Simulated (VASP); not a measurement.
Set up this calculation in VASP 6.6.1, as the native input.

| Item | Value |
| --- | --- |
| Task | single point |
| Functional | PBE |
| Dispersion | D3(BJ) |
| Potentials or basis | VASP PAW PBE potentials, release 64 (Ti_sv, C) |
| Cutoff | 520 eV |
| k mesh | 11 × 11 × 11 |
| Occupations | fermi-dirac, width 0.05 eV |
| Spin | no spin polarisation |
| Dipole correction | no |
| Further INCAR settings | ALGO = Normal; EDIFF = 1e-07; NBANDS = 15 |

The structure of TiC lies in POSCAR:

```
TiC
1.0
    0.0000000000      2.1454601225      2.1454601225
    2.1454601225      0.0000000000      2.1454601225
    2.1454601225      2.1454601225      0.0000000000
Ti C
1 1
Direct
    0.0000000000      0.0000000000      0.0000000000
    0.5000000000      0.5000000000      0.5000000000
```

One way to write it, as run:

INCAR

```
PREC = Accurate
ENCUT = 520
EDIFF = 1E-7
ISMEAR = -1
SIGMA = 0.05
LREAL = F
LASPH = T
NELM = 60
ALGO = Normal
ISIF = 2
LWAVE = F
LCHARG = F
GGA = PE
IVDW = 12
NBANDS = 15
```

KPOINTS

```
regular mesh
0
Gamma
  11 11 11
```

Potentials or basis: VASP PAW PBE potentials, release 64 (Ti_sv, C).

Run with:

```console
$ cat potpaw_PBE.64/Ti_sv/POTCAR potpaw_PBE.64/C/POTCAR > POTCAR
$ mpirun -np 1 vasp_std > vasp.out
```

It gave:

| Item | Value |
| --- | --- |
| Pressure | 0.3 GPa |
| Band gap on the k mesh | zero (band 8 reaches 10.45 eV, above the bottom of band 9 at 9.33 eV) |
| Dispersion energy per atom | -0.459 eV |

Caveat: pairwise dispersion overbinds metals, which lowers pressure and volume.

Wall time 48 s on 1 thread of AMD EPYC 7R13, on a shared host, peak memory 0.13 GiB.
